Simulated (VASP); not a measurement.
Crystal: Cu.

```
CELL_PARAMETERS angstrom
2.53076 0.00000 0.00000
-1.26538 2.19171 0.00000
0.00000 0.00000 8.26182
ATOMIC_POSITIONS crystal
Cu 0.00000 0.00000 0.00000
Cu 0.33333 0.66667 0.25000
Cu 0.00000 0.00000 0.50000
Cu 0.66667 0.33333 0.75000
```

Base run:

```yaml
Program: VASP 6.6.1
Functional: LDA
Potentials_or_basis: VASP PAW LDA potentials, release 64 (Cu)
Cutoff: 520 eV
k_mesh: 9 × 9 × 3
Occupations: methfessel-paxton, width 0.05 eV
Spin: no spin polarisation
```

Its results: band gap on the k mesh zero (band 22 reaches 11.09 eV, above the bottom of band 23 at 5.94 eV); pressure -7.5 GPa.

Problem. The run is repeated on the same cell with these changes: functional from LDA to PBEsol; potentials or basis from VASP PAW LDA potentials, release 64 (Cu) to VASP PAW PBE potentials, release 64 (Cu). What comes out?

Solution. Band gap on the k mesh zero (band 22 reaches 11.12 eV, above the bottom of band 23 at 6.03 eV); pressure -1.2 GPa.

Caveats: the PAW data sets were made with another functional, which shifts forces and pressure a little (some runs).
